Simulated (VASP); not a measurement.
# Al2Ru (Fddd) in VASP: a series of runs

Runs on Al2Ru. Level: PBEsol. Tasks: single point.

Program: VASP 6.6.1. These are calculated values, not measurements. Logs are shortened: lines on timing, memory, paths and dates and some standing lists are left out, and cuts for length are marked.

## 1. The cell of the first run

Symmetry: Fddd, No. 70, orthorhombic system. The conventional cell has a = 4.705 Å, b = 7.980 Å, c = 8.783 Å, α = 90.00°, β = 90.00°, γ = 90.00°. Within 3.4 Å of Al (site symmetry 2) lie 5 Ru at 2.57 to 2.72 Å and 9 Al at 2.60 to 3.19 Å. Within 3.4 Å of Ru (site symmetry 222) lie 10 Al at 2.57 to 2.72 Å and 4 Ru at 3.19 Å.

## 2. Single point, PBEsol

INCAR reads:

```
SYSTEM = Al2Ru
  ALGO = Normal
  EDIFF = 1E-6
  ENCUT = 520
  GGA = PS
  ISIF = 2
  ISMEAR = 0
  LASPH = .TRUE.
  LCHARG = .FALSE.
  LREAL = .FALSE.
  LWAVE = .FALSE.
  NBANDS = 29
  NELM = 60
  PREC = Accurate
  SIGMA = 0.1
```

KPOINTS reads:

```
k-points
0
G
  6 6 6
  0 0 0
```

POSCAR reads:

```
Al2Ru
1.0
    0.0000000000      3.9898374997      4.3915250777
    2.3524746913      0.0000000000      4.3915250777
    2.3524746913      3.9898374997      0.0000000000
Al Ru
4 2
Direct
    0.0790610300      0.4209389700      0.0790610300
    0.4209389700      0.0790610300      0.4209389700
    0.1709389700      0.8290610300      0.1709389700
    0.8290610300      0.1709389700      0.8290610300
    0.7500000000      0.7500000000      0.7500000000
    0.5000000000      0.5000000000      0.5000000000
```

Potentials or basis: VASP PAW PBE potentials, release 64 (Al, Ru_pv).

On the command line:

```console
> cat potpaw_PBE.64/Al/POTCAR potpaw_PBE.64/Ru_pv/POTCAR > POTCAR
> mpirun -np 1 vasp_std > vasp.out
```

OUTCAR:

```text
SYSTEM = Al2Ru
   EDIFF = 1E-6
   ENCUT = 520
   GGA = PS
   ISIF = 2
   ISMEAR = 0
   LASPH = .TRUE.
   LREAL = .FALSE.
   NELM = 60
   PREC = Accurate

 ion  position               nearest neighbor table
   1  0.079  0.421  0.079-   6 2.57   6 2.57   3 2.60   3 2.60   5 2.63   2 2.67   2 2.67   5 2.72
                             5 2.72   2 2.73   4 3.19   4 3.19   4 3.19   4 3.19
   2  0.421  0.079  0.421-   6 2.57   6 2.57   4 2.60   4 2.60   5 2.63   1 2.67   1 2.67   5 2.72
                             5 2.72   1 2.73   3 3.19   3 3.19   3 3.19   3 3.19
   3  0.171  0.829  0.171-   5 2.57   5 2.57   1 2.60   1 2.60   6 2.63   4 2.67   4 2.67   6 2.72
                             6 2.72   4 2.73   2 3.19   2 3.19   2 3.19   2 3.19
   4  0.829  0.171  0.829-   5 2.57   5 2.57   2 2.60   2 2.60   6 2.63   3 2.67   3 2.67   6 2.72
                             6 2.72   3 2.73   1 3.19   1 3.19   1 3.19   1 3.19
   5  0.750  0.750  0.750-   4 2.57   3 2.57   4 2.57   3 2.57   1 2.63   2 2.63   2 2.72   2 2.72
                             1 2.72   1 2.72   6 3.19   6 3.19   6 3.19   6 3.19
   6  0.500  0.500  0.500-   1 2.57   2 2.57   1 2.57   2 2.57   3 2.63   4 2.63   3 2.72   3 2.72
                             4 2.72   4 2.72   5 3.19   5 3.19   5 3.19   5 3.19

  LATTYP: Found a face centered orthorhombic cell.
 ALAT       =     4.7049493826
 B/A-ratio  =     1.6960171833
 C/A-ratio  =     1.8667682564

  Lattice vectors:

 A1 = (   0.0000000000,   3.9898374997,   4.3915250777)
 A2 = (   2.3524746913,   0.0000000000,   4.3915250777)
 A3 = (   2.3524746913,   3.9898374997,   0.0000000000)

Analysis of symmetry for initial positions (statically):
=====================================================================
 Subroutine PRICEL returns:
 Original cell was already a primitive cell.

 Routine SETGRP: Setting up the symmetry group for a
 face centered orthorhombic supercell.

 Subroutine GETGRP returns: Found  8 space group operations
 (whereof  4 operations were pure point group operations)
 out of a pool of  8 trial point group operations.

The static configuration has the point symmetry D_2 .
 The point group associated with its full space group is D_2h.

Analysis of symmetry for dynamics (positions and initial velocities):
=====================================================================
 Subroutine PRICEL returns:
 Original cell was already a primitive cell.

 Routine SETGRP: Setting up the symmetry group for a
 face centered orthorhombic supercell.

 Subroutine GETGRP returns: Found  8 space group operations
 (whereof  4 operations were pure point group operations)
 out of a pool of  8 trial point group operations.

The dynamic configuration has the point symmetry D_2 .
 The point group associated with its full space group is D_2h.

 Subroutine INISYM returns: Found  8 space group operations
 (whereof  4 operations are pure point group operations),
 and found     1 'primitive' translations

----------------------------------------------------------------------------------------

                                     Primitive cell

  volume of cell :      82.4376

  direct lattice vectors                    reciprocal lattice vectors
     0.000000000  3.989837500  4.391525078    -0.212542138  0.125318387  0.113855663
     2.352474691  0.000000000  4.391525078     0.212542138 -0.125318387  0.113855663
     2.352474691  3.989837500  0.000000000     0.212542138  0.125318387 -0.113855663

  length of vectors
     5.933320806  4.981930317  4.631731906     0.271738791  0.271738791  0.271738791

  position of ions in fractional coordinates (direct lattice)
     0.079061030  0.420938970  0.079061030
     0.420938970  0.079061030  0.420938970
     0.170938970  0.829061030  0.170938970
     0.829061030  0.170938970  0.829061030
     0.750000000  0.750000000  0.750000000
     0.500000000  0.500000000  0.500000000

  ion indices of the primitive-cell ions
   primitive index   ion index
                 1           1
                 2           2
                 3           3
                 4           4
                 5           5
                 6           6

----------------------------------------------------------------------------------------

 KPOINTS: k-points

Automatic generation of k-mesh.
 Grid dimensions read from file:
 generate k-points for:    6    6    6

 Generating k-lattice:

  Cartesian coordinates                     Fractional coordinates (reciprocal lattice)
    -0.035423690  0.020886398  0.018975944     0.166666667  0.000000000  0.000000000
     0.035423690 -0.020886398  0.018975944     0.000000000  0.166666667  0.000000000
     0.035423690  0.020886398 -0.018975944     0.000000000  0.000000000  0.166666667

  Length of vectors
     0.045289798  0.045289798  0.045289798

  Shift w.r.t. Gamma in fractional coordinates (k-lattice)
     0.000000000  0.000000000  0.000000000

 Subroutine IBZKPT returns following result:
 ===========================================

 Found     46 irreducible k-points:

 Following reciprocal coordinates:
            Coordinates               Weight
  0.000000  0.000000  0.000000      1.000000
  0.166667  0.000000 -0.000000      8.000000
  0.333333  0.000000  0.000000      8.000000
  0.500000  0.000000  0.000000      4.000000
  0.166667  0.166667  0.000000      2.000000
  0.333333  0.166667  0.000000      8.000000
[... 16 lines left out ...]
 -0.166667  0.166667  0.166667      8.000000
  0.500000  0.333333  0.166667      4.000000
 [... further k-points ...]
   k-points           NKPTS =     46   k-points in BZ     NKDIM =     46   number of bands    NBANDS=     29
   number of dos      NEDOS =    301   number of ions     NIONS =      6
   total plane-waves  NPLWV =  69120
   dimension x,y,z NGX =    48 NGY =   40 NGZ =   36
   dimension x,y,z NGXF=    96 NGYF=   80 NGZF=   72
   ions per type =               4   2
   NGX,Y,Z   is equivalent  to a cutoff of  13.45, 13.35, 12.92 a.u.
   NGXF,Y,Z  is equivalent  to a cutoff of  26.90, 26.70, 25.84 a.u.
 SYSTEM =  Al2Ru
   PREC   = accura    normal or accurate (medium, high low for compatibility)
   ISTART =      0    job   : 0-new  1-cont  2-samecut
   ICHARG =      2    charge: 1-file 2-atom 10-const
   ISPIN  =      1    spin polarized calculation?
   LNONCOLLINEAR =      F non collinear calculations
   LSORBIT =      F    spin-orbit coupling
   LASPH  =      T    aspherical Exc in radial PAW
   ENCUT  =  520.0 eV  38.22 Ry    6.18 a.u.  11.03  9.26  8.61*2*pi/ulx,y,z
   NELM   =     60;   NELMIN=  2; NELMDL= -5     # of ELM steps
   EDIFF  = 0.1E-05   stopping-criterion for ELM
   LREAL  =      F    real-space projection
   EDIFFG = 0.1E-04   stopping-criterion for IOM
   NSW    =      0    number of steps for IOM
   IBRION =     -1    ionic relax: 0-MD 1-quasi-New 2-CG
   NFREE  =      0    steps in history (QN), initial steepest desc. (CG)
   ISIF   =      2    stress and relaxation
   ISYM   =      2    0-nonsym 1-usesym 2-fastsym
   POTIM  = 0.5000    time-step for ionic-motion
   TEBEG  =    0.0;   TEEND  =   0.0 temperature during run
   PSTRESS=    0.0 pullay stress
   NELECT =      40.0000    total number of electrons
   NUPDOWN=      -1.0000    fix difference up-down
   EMIN   =  10.00;   EMAX   =-10.00  energy-range for DOS
   EFERMI =   0.00;   METHOD = LEGACY
   ISMEAR =     0;   SIGMA  =   0.10  broadening in eV -4-tet -1-fermi 0-gaus
   EFERMI_NEDOS =   21; number of points for ismear=-14 and -15
   IALGO  =     38    algorithm
   IMIX   =      4    mixing-type and parameters
     AMIX     =   0.40;   BMIX     =  1.00
     AMIX_MAG =   1.60;   BMIX_MAG =  1.00
  volume/ion in A,a.u.               =      13.74        92.72
  Fermi-wavevector in a.u.,A,eV,Ry     =   1.286430  2.431001 22.516327  1.654903
  Thomas-Fermi vector in A             =   2.418505
   LORBIT       =      0    0 simple, 1 ext, 2 COOP (PROOUT), +10 PAW based schemes
   GGA     = PS    functional components
   LHFCALC =     F    Hartree Fock is set to
   AEXX    =    0.0000 exact exchange contribution
   IVDW    =     0    specifies the selected vdW correction
   LEPSILON=     F    determine dielectric tensor
   LRPA    =     F    only Hartree local field effects (RPA)
 non-spin polarized calculation
 Gauss-broadening in eV      SIGMA  =   0.10
  energy-cutoff  :      520.00
  volume of cell :       82.44
 maximum number of plane-waves:      2244
 NGX is ok and might be reduce to    48
   NGX = 23   NGY = 19   NGZ = 17

 number of electron      40.0000001 magnetization

 Free energy of the ion-electron system (eV)
  ---------------------------------------------------
  ext. energy  EPLUGINS =         0.00000000
  ---------------------------------------------------
  free energy    TOTEN  =       -40.83095607 eV

  energy without entropy =      -40.83032451  energy(sigma->0) =      -40.83064029

 E-fermi :  10.6190     XC(G=0): -12.0073

 val. band max:       10.6006739094   @ k =   0.0000   0.0000   0.0000
 cond. band min:      10.6797582566   @ k =   0.0000   0.3333   0.3333
 fundamental gap:      0.0790843471
 Fermi energy:        10.6189776928

 k-point     1 :       0.0000    0.0000    0.0000
  band No.  band energies     occupation
      1     -32.0719      2.00000
      2     -31.9860      2.00000
      3     -31.9860      2.00000
      4     -31.9349      2.00000
      5     -31.9236      2.00000
      6     -31.9185      2.00000
[... 21 lines left out ...]
     28      14.5213      0.00000
     29      15.2450      0.00000

 k-point     2 :       0.1667    0.0000   -0.0000
  band No.  band energies     occupation
      1     -32.0692      2.00000
      2     -31.9994      2.00000
      3     -31.9756      2.00000
      4     -31.9358      2.00000
      5     -31.9238      2.00000
      6     -31.9183      2.00000
[... 21 lines left out ...]
     28      15.7742      0.00000
     29      16.0434      0.00000

 k-point     3 :       0.3333    0.0000    0.0000
  band No.  band energies     occupation
      1     -32.0626      2.00000
      2     -32.0127      2.00000
      3     -31.9705      2.00000
      4     -31.9361      2.00000
      5     -31.9248      2.00000
      6     -31.9179      2.00000
[... 21 lines left out ...]
     28      17.0875      0.00000
     29      17.8697      0.00000

 k-point     4 :       0.5000    0.0000    0.0000
  band No.  band energies     occupation
      1     -32.0584      2.00000
      2     -32.0193      2.00000
      3     -31.9696      2.00000
      4     -31.9356      2.00000
      5     -31.9251      2.00000
      6     -31.9179      2.00000
[... 21 lines left out ...]
     28      17.1640      0.00000
     29      17.6544      0.00000

 k-point     5 :       0.1667    0.1667    0.0000
  band No.  band energies     occupation
      1     -32.0665      2.00000
      2     -31.9921      2.00000
      3     -31.9841      2.00000
      4     -31.9426      2.00000
      5     -31.9217      2.00000
      6     -31.9146      2.00000
[... 21 lines left out ...]
     28      15.1007      0.00000
     29      15.2375      0.00000
[... 510 lines left out ...]
     28      16.7058      0.00000
     29      17.4701      0.00000

 k-point    22 :      -0.3333    0.1667    0.1667
  band No.  band energies     occupation
      1     -32.0587      2.00000
      2     -32.0284      2.00000
      3     -31.9598      2.00000
      4     -31.9345      2.00000
      5     -31.9262      2.00000
      6     -31.9186      2.00000
[... 21 lines left out ...]
     28      16.9372      0.00000
     29      17.8915      0.00000

 k-point    23 :      -0.1667    0.1667    0.1667
  band No.  band energies     occupation
      1     -32.0658      2.00000
      2     -32.0230      2.00000
      3     -31.9560      2.00000
      4     -31.9338      2.00000
      5     -31.9279      2.00000
      6     -31.9192      2.00000
[... 21 lines left out ...]
     28      17.9788      0.00000
     29      18.3533      0.00000

 k-point    24 :       0.5000    0.3333    0.1667
  band No.  band energies     occupation
      1     -32.0538      2.00000
      2     -32.0187      2.00000
      3     -31.9712      2.00000
      4     -31.9478      2.00000
      5     -31.9179      2.00000
      6     -31.9148      2.00000
[... 21 lines left out ...]
     28      16.4170      0.00000
     29      16.6480      0.00000

 [... further k-points ...]
[... 5 lines left out ...]
  --------------------------------------------------------------------------------------
  -------------------------------------------------------------------------------------
  Total       -0.2391244     -0.1433116     -0.2646349      0.0000000      0.0000000      0.0000000
  in kB       -4.6473886     -2.7852651     -5.1431846      0.0000000      0.0000000      0.0000000
  external PRESSURE =      -4.1919461 kB  Pullay stress =       0.0000000 kB

 VOLUME and BASIS-vectors are now :
 -----------------------------------------------------------------------------
  energy-cutoff  :      520.00
  volume of cell :       82.44
      direct lattice vectors                 reciprocal lattice vectors
     0.000000000  3.989837500  4.391525078    -0.212542138  0.125318387  0.113855663
     2.352474691  0.000000000  4.391525078     0.212542138 -0.125318387  0.113855663
     2.352474691  3.989837500  0.000000000     0.212542138  0.125318387 -0.113855663

 POSITION                                       TOTAL-FORCE (eV/Angst)
 -----------------------------------------------------------------------------------
      1.17624      0.63088      2.19576         0.000000     -0.017521     -0.000000
      1.17624      3.35896      2.19576         0.000000      0.017521     -0.000000
      2.35247      1.36404      4.39153         0.000000      0.017521      0.000000
      2.35247      6.61564      4.39153         0.000000     -0.017521      0.000000
      3.52871      5.98476      6.58729         0.000000      0.000000      0.000000
      2.35247      3.98984      4.39153         0.000000     -0.000000     -0.000000
 -----------------------------------------------------------------------------------
    total drift:                               -0.000000     -0.000000     -0.000000

  FREE ENERGIE OF THE ION-ELECTRON SYSTEM (eV)
  ---------------------------------------------------
  free  energy   TOTEN  =       -40.8309560701 eV

  energy  without entropy=      -40.8303245092  energy(sigma->0) =      -40.83064029
```

Run time: 68 s. Hardware: 1 thread of Intel Xeon 6975P-C (Granite Rapids), shared host; peak memory 0.28 GiB.

Results:

* Free energy: -40.8310 eV
* Pressure: -0.4 GPa
* Largest force: 0.018 eV/Å
* Band gap on the k mesh: 0.08 eV, indirect (least direct gap 1.22 eV)

Forces in eV/Å, atoms in the order of the input:
```
Al   0.000 -0.018  0.000
Al   0.000  0.018  0.000
Al   0.000  0.018  0.000
Al   0.000 -0.018  0.000
Ru   0.000  0.000  0.000
Ru   0.000  0.000  0.000
```

Caveat: the PAW data sets were made with another functional, which shifts forces and pressure a little.

(Continued in part 2 of 2.)
